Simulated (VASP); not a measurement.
A run of VASP 6.6.1 is set up as follows.

Contents of INCAR:

```
SYSTEM = MoN2
PREC = Accurate
ENCUT = 520
EDIFF = 1E-6
ISMEAR = 0
SIGMA = 0.1
LREAL = .False.
LASPH = .True.
NELM = 100
ALGO = Normal
ISIF = 2
LWAVE = .False.
LCHARG = .True.
GGA = PS
LELF = .True.
LVHAR = .True.
NBANDS = 33
```

File KPOINTS:

```
Automatic mesh
0
Gamma
  9 9 2
  0 0 0
```

The input POSCAR:

```
MoN2
1.0
    2.7570000000      0.0000000000      0.0000000000
   -1.3785000000      2.3876320400      0.0000000000
    0.0000000000      0.0000000000      9.9100000000
Mo N
2 4
Direct
    0.3333333300      0.6666666700      0.2500000000
    0.6666666700      0.3333333300      0.7500000000
    0.3333333300      0.6666666700      0.6210000000
    0.6666666700      0.3333333300      0.1210000000
    0.3333333300      0.6666666700      0.8790000000
    0.6666666700      0.3333333300      0.3790000000
```

Potentials or basis: VASP PAW PBE potentials, release 64 (Mo_sv, N).

Launch:

```console
$ cat potpaw_PBE.64/Mo_sv/POTCAR potpaw_PBE.64/N/POTCAR > POTCAR
$ mpirun -np 1 vasp_std > vasp.out
```

Predict the pressure.

10.3 GPa.

What does it give for the band gap on the k mesh?

Zero (band 24 reaches 7.49 eV, above the bottom of band 25 at 6.32 eV).

Predict the largest force.

1.811 eV/Å.

Forces on the atoms (eV/Å):
```
Mo   0.000  0.000  0.000
Mo   0.000  0.000  0.000
N    0.000  0.000  1.811
N    0.000  0.000  1.811
N    0.000  0.000 -1.811
N    0.000  0.000 -1.811
```

Caveat: the PAW data sets were made with another functional, which shifts forces and pressure a little.
